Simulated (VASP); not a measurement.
Here is a VASP 6.6.1 calculation.

INCAR

```
PREC = Accurate ; ENCUT = 520
EDIFF = 1E-7 ; ISMEAR = -1
SIGMA = 0.08 ; LREAL = False
LASPH = True ; NELM = 100
ALGO = Normal ; ISIF = 2
LWAVE = False ; LCHARG = False
NBANDS = 12
```

File KPOINTS:

```
Automatic mesh
0
Gamma
  19 19 17
```

File POSCAR:

```
In
1.0
    2.3264157926      0.0000000000      0.0000000000
   -1.1632078963      2.0147351762      0.0000000000
    0.0000000000      0.0000000000      2.2296377588
In
1
Direct
    0.0000000000      0.0000000000      0.0000000000
```

Potentials or basis: VASP PAW LDA potentials, release 64 (In_d).

Run with:

```bash
$ cat potpaw_LDA.64/In_d/POTCAR > POTCAR
$ mpirun -np 1 vasp_std > vasp.out
```

(1) Predict the pressure.

## Answers

(1) 416.0 GPa.
